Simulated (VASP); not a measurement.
# Re (P6_3/mmc) in VASP: a series of runs

Runs on Re. Level: RPBE. Tasks: single point.

Program: VASP 6.6.1. These are calculated values, not measurements. Logs are shortened: lines on timing, memory, paths and dates and some standing lists are left out, and cuts for length are marked.

### 1 The cell of the first run

It takes space group P6_3/mmc (No. 194, hexagonal). Conventional cell: a = 2.824 Å, b = 2.824 Å, c = 9.103 Å, α = 90.00°, β = 90.00°, γ = 120.00°. Re (site symmetry -3m) has 12 Re at 2.80 to 2.82 Å within 3.7 Å. Re (site symmetry -6m2) has 12 Re at 2.80 to 2.82 Å within 3.7 Å.

### 2 Single point, RPBE (volume scaled by 1.04)

INCAR reads:

```
SYSTEM = Re
  PREC = Accurate
  ENCUT = 520
  EDIFF = 1E-6
  ISMEAR = -1
  SIGMA = 0.1
  LREAL = .FALSE.
  LASPH = .TRUE.
  NELM = 80
  ALGO = Normal
  ISIF = 2
  LWAVE = .FALSE.
  LCHARG = .FALSE.
  GGA = RP
  NBANDS = 22
```

KPOINTS reads:

```
regular mesh
0
G
  15 15 4
  0 0 0
```

POSCAR reads:

```
Re
1.0
    2.8235041873      0.0000000000      0.0000000000
   -1.4117520936      2.4452263539      0.0000000000
    0.0000000000      0.0000000000      9.1029359096
Re
4
Direct
    0.0000000000      1.0000000000      1.0000000000
    0.0000000000      1.0000000000      0.5000000000
    0.3333333333      0.6666666667      0.2500000000
    0.6666666667      0.3333333333      0.7500000000
```

Potentials or basis: VASP PAW PBE potentials, release 64 (Re).

Started as:

```console
$ cat potpaw_PBE.64/Re/POTCAR > POTCAR
$ mpirun -np 1 vasp_std > vasp.out
```

OUTCAR:

```text
SYSTEM = Re
   PREC = Accurate
   ENCUT = 520
   EDIFF = 1E-6
   ISMEAR = -1
   LREAL = .FALSE.
   LASPH = .TRUE.
   NELM = 80
   ISIF = 2
   GGA = RP

 ion  position               nearest neighbor table
   1  0.000  0.000  0.000-   3 2.80   4 2.80   3 2.80   4 2.80   4 2.80   3 2.80
   2  0.000  0.000  0.500-   3 2.80   4 2.80   3 2.80   4 2.80   4 2.80   3 2.80
   3  0.333  0.667  0.250-   1 2.80   2 2.80   1 2.80   2 2.80   1 2.80   2 2.80
   4  0.667  0.333  0.750-   1 2.80   2 2.80   1 2.80   2 2.80   1 2.80   2 2.80

  LATTYP: Found a hexagonal cell.
 ALAT       =     2.8235041873
 C/A-ratio  =     3.2239852700

  Lattice vectors:

 A1 = (   2.8235041873,   0.0000000000,   0.0000000000)
 A2 = (  -1.4117520936,   2.4452263539,   0.0000000000)
 A3 = (   0.0000000000,   0.0000000000,   9.1029359096)

Analysis of symmetry for initial positions (statically):
=====================================================================
 Subroutine PRICEL returns:
 Original cell was already a primitive cell.

 Routine SETGRP: Setting up the symmetry group for a
 hexagonal supercell.

 Subroutine GETGRP returns: Found 24 space group operations
 (whereof 12 operations were pure point group operations)
 out of a pool of 24 trial point group operations.

The static configuration has the point symmetry D_3d.
 The point group associated with its full space group is D_6h.

Analysis of symmetry for dynamics (positions and initial velocities):
=====================================================================
 Subroutine PRICEL returns:
 Original cell was already a primitive cell.

 Routine SETGRP: Setting up the symmetry group for a
 hexagonal supercell.

 Subroutine GETGRP returns: Found 24 space group operations
 (whereof 12 operations were pure point group operations)
 out of a pool of 24 trial point group operations.

The dynamic configuration has the point symmetry D_3d.
 The point group associated with its full space group is D_6h.

 Subroutine INISYM returns: Found 24 space group operations
 (whereof 12 operations are pure point group operations),
 and found     1 'primitive' translations

----------------------------------------------------------------------------------------

                                     Primitive cell

  volume of cell :      62.8476

  direct lattice vectors                    reciprocal lattice vectors
     2.823504187  0.000000000  0.000000000     0.354169831  0.204480047  0.000000000
    -1.411752094  2.445226354  0.000000000     0.000000000  0.408960094  0.000000000
[... 90 lines left out ...]
   LREAL  =      F    real-space projection
   EDIFFG = 0.1E-04   stopping-criterion for IOM
   NSW    =      0    number of steps for IOM
   IBRION =     -1    ionic relax: 0-MD 1-quasi-New 2-CG
   NFREE  =      0    steps in history (QN), initial steepest desc. (CG)
   ISIF   =      2    stress and relaxation
   ISYM   =      2    0-nonsym 1-usesym 2-fastsym
   POTIM  = 0.5000    time-step for ionic-motion
   TEBEG  =    0.0;   TEEND  =   0.0 temperature during run
   PSTRESS=    0.0 pullay stress
   NELECT =      28.0000    total number of electrons
   NUPDOWN=      -1.0000    fix difference up-down
   EMIN   =  10.00;   EMAX   =-10.00  energy-range for DOS
   EFERMI =   0.00;   METHOD = LEGACY
   ISMEAR =    -1;   SIGMA  =   0.10  broadening in eV -4-tet -1-fermi 0-gaus
   EFERMI_NEDOS =   21; number of points for ismear=-14 and -15
   IALGO  =     38    algorithm
   IMIX   =      4    mixing-type and parameters
     AMIX     =   0.40;   BMIX     =  1.00
     AMIX_MAG =   1.60;   BMIX_MAG =  1.00
  volume/ion in A,a.u.               =      15.71       106.03
  Fermi-wavevector in a.u.,A,eV,Ry     =   1.250349  2.362817 21.270969  1.563372
  Thomas-Fermi vector in A             =   2.384347
   LORBIT       =      0    0 simple, 1 ext, 2 COOP (PROOUT), +10 PAW based schemes
   GGA     = RP    functional components
   LHFCALC =     F    Hartree Fock is set to
   AEXX    =    0.0000 exact exchange contribution
   IVDW    =     0    specifies the selected vdW correction
   LEPSILON=     F    determine dielectric tensor
   LRPA    =     F    only Hartree local field effects (RPA)
 non-spin polarized calculation
  energy-cutoff  :      520.00
  volume of cell :       62.85
 maximum number of plane-waves:      1712
 NGX is ok and might be reduce to    24
   NGX = 11   NGY = 11   NGZ = 33

 number of electron      28.0000003 magnetization

 Free energy of the ion-electron system (eV)
  ---------------------------------------------------
  ext. energy  EPLUGINS =         0.00000000
  ---------------------------------------------------
  free energy    TOTEN  =       -47.21423647 eV

  energy without entropy =      -47.10943254  energy(sigma->0) =      -47.16183451

 E-fermi :   7.2772     XC(G=0): -13.3409

 val. band max:        7.2616787918   @ k =   0.1333   0.1333   0.5000
 cond. band min:       7.2778803397   @ k =   0.2000   0.0667   0.2500
 fundamental gap:      0.0162015479
 Fermi energy:         7.2772127441

 k-point     1 :       0.0000    0.0000    0.0000
  band No.  band energies     occupation
      1      -2.2309      2.00000
      2      -0.0229      2.00000
      3       0.0371      2.00000
      4       1.0432      2.00000
      5       4.9287      2.00000
      6       5.0165      2.00000
[... 589 lines left out ...]
     21      13.1407      0.00000
     22      13.5947      0.00000

 [... further k-points ...]

------------------------ aborting loop because EDIFF is reached ----------------------------------------

  FORCE on cell =-STRESS in cart. coord.  units (eV):
  Direction    XX          YY          ZZ          XY          YZ          ZX
  --------------------------------------------------------------------------------------
  -------------------------------------------------------------------------------------
  Total       -5.2471779     -5.2471779     -5.2574940     -0.0000000      0.0000000     -0.0000000
  in kB     -133.7665048   -133.7665048   -134.0294937     -0.0000000      0.0000000     -0.0000000
  external PRESSURE =    -133.8541678 kB  Pullay stress =       0.0000000 kB

 VOLUME and BASIS-vectors are now :
 -----------------------------------------------------------------------------
  energy-cutoff  :      520.00
  volume of cell :       62.85
      direct lattice vectors                 reciprocal lattice vectors
     2.823504187  0.000000000  0.000000000     0.354169831  0.204480047  0.000000000
    -1.411752094  2.445226354  0.000000000     0.000000000  0.408960094  0.000000000
     0.000000000  0.000000000  9.102935910     0.000000000  0.000000000  0.109854668

 POSITION                                       TOTAL-FORCE (eV/Angst)
 -----------------------------------------------------------------------------------
      0.00000      0.00000      0.00000        -0.000000     -0.000000      0.000000
      0.00000      0.00000      4.55147        -0.000000     -0.000000      0.000000
     -0.00000      1.63015      2.27573         0.000000      0.000000     -0.000000
      1.41175      0.81508      6.82720        -0.000000      0.000000     -0.000000
 -----------------------------------------------------------------------------------
    total drift:                               -0.000000      0.000000      0.000000

  FREE ENERGIE OF THE ION-ELECTRON SYSTEM (eV)
  ---------------------------------------------------
  free  energy   TOTEN  =       -47.2142364717 eV

  energy  without entropy=      -47.1094325402  energy(sigma->0) =      -47.16183451
```

OSZICAR:

```text
N       E                     dE             d eps       ncg     rms          rms(c)
DAV:   1     0.172517700276E+03    0.17252E+03   -0.12191E+04  6578   0.155E+03
DAV:   2    -0.231767352020E+02   -0.19569E+03   -0.17578E+03  6848   0.662E+02
DAV:   3    -0.476439267499E+02   -0.24467E+02   -0.20690E+02  6724   0.344E+02
DAV:   4    -0.498246884490E+02   -0.21808E+01   -0.19446E+01  5954   0.794E+01
DAV:   5    -0.500727268120E+02   -0.24804E+00   -0.23111E+00  6418   0.169E+01    0.486E+01
DAV:   6    -0.479146846748E+02    0.21580E+01   -0.25009E+00  5798   0.343E+01    0.182E+01
DAV:   7    -0.472376275239E+02    0.67706E+00   -0.17506E+00  6016   0.267E+01    0.134E+00
DAV:   8    -0.472266835258E+02    0.10944E-01   -0.12376E-01  7016   0.561E+00    0.816E-01
DAV:   9    -0.472154523362E+02    0.11231E-01   -0.39490E-02  6966   0.460E+00    0.356E-01
DAV:  10    -0.472141385464E+02    0.13138E-02   -0.45195E-03  6724   0.124E+00    0.766E-02
DAV:  11    -0.472142223762E+02   -0.83830E-04   -0.37683E-04  6578   0.285E-01    0.422E-02
DAV:  12    -0.472142342128E+02   -0.11837E-04   -0.46051E-05  6430   0.142E-01    0.150E-02
DAV:  13    -0.472142363856E+02   -0.21728E-05   -0.29228E-06  3646   0.483E-02    0.968E-03
DAV:  14    -0.472142364717E+02   -0.86107E-07   -0.18634E-06  3608   0.198E-02
   1 F= -.47214236E+02 E0= -.47161835E+02  d E =-.104804E+00
```

stdout:

```text
POSCAR found type information on POSCAR Re
 POSCAR found :  1 types and       4 ions
 scaLAPACK will be used
 -----------------------------------------------------------------------------
|                                                                             |
|                                                                             |
|     You enforced a specific xc type in the INCAR file but a different       |
|     I HOPE YOU KNOW WHAT YOU ARE DOING!                                     |
|                                                                             |
 -----------------------------------------------------------------------------

 LDA part: xc-table for (Slater+PW92), standard interpolation
 POSCAR, INCAR and KPOINTS ok, starting setup
 FFT: planning ... GRIDC
 FFT: planning ... GRID_SOFT
 FFT: planning ... GRID
 WAVECAR not read
 entering main loop
```

Wall time 1.8 min (1 thread of Intel Xeon Platinum 8488C (Sapphire Rapids), shared host); peak memory 0.24 GiB.

Results:

```
Free energy            : -47.2142 eV
Pressure               : -13.4 GPa
Band gap on the k mesh : zero (band 14 reaches 8.41 eV, above the bottom of band 15 at 6.10 eV)
```

Caveat: the PAW data sets were made with another functional, which shifts forces and pressure a little; spin-orbit coupling is left out, which moves the levels of the heavy elements.

### 3 Single point, RPBE (volume scaled by 1.08)

INCAR reads:

```
PREC = Accurate
ENCUT = 520
EDIFF = 1E-6
ISMEAR = -1
SIGMA = 0.1
LREAL = F
LASPH = T
NELM = 80
ALGO = Normal
ISIF = 2
LWAVE = F
LCHARG = F
GGA = RP
NBANDS = 22
```

KPOINTS reads:

```
regular mesh
0
Gamma
  15 15 4
```

POSCAR reads:

```
Re
1.0
    2.8592485412      0.0000000000      0.0000000000
   -1.4296242706      2.4761818724      0.0000000000
    0.0000000000      0.0000000000      9.2181751801
Re
4
Direct
    0.0000000000      1.0000000000      1.0000000000
    0.0000000000      1.0000000000      0.5000000000
    0.3333333333      0.6666666667      0.2500000000
    0.6666666667      0.3333333333      0.7500000000
```

Potentials or basis: VASP PAW PBE potentials, release 64 (Re).

Started as:

```console
$ cat potpaw_PBE.64/Re/POTCAR > POTCAR
$ mpirun -np 1 vasp_std > vasp.out
```

Run time: 1.9 min. Hardware: 1 thread of Intel Xeon Platinum 8488C (Sapphire Rapids), shared host; peak memory 0.24 GiB.

The run converged. Its results:

```
Free energy            : -46.9342 eV
Pressure               : -23.6 GPa
Band gap on the k mesh : zero (band 14 reaches 7.89 eV, above the bottom of band 15 at 5.70 eV)
```

Stress tensor (GPa, compression positive):
```
-23.51   0.00   0.00
  0.00 -23.51   0.00
  0.00   0.00 -23.69
```

Levels at points of the mesh, in eV from the Fermi level:
```tsv
k point	band 10	band 11	band 12	band 13	band 14	band 15	band 16	band 17	band 18	band 19
(0.00, 0.00, 0.00)	-1.65	-1.39	-1.06	-1.06	-0.96	-0.96	0.36	0.54	0.54	1.29
(0.00, 0.00, 0.50)	-1.50	-1.26	-1.26	-1.26	-1.26	-1.10	-1.10	0.99	0.99	0.99
```

Caveat: the PAW data sets were made with another functional, which shifts forces and pressure a little; spin-orbit coupling is left out, which moves the levels of the heavy elements.
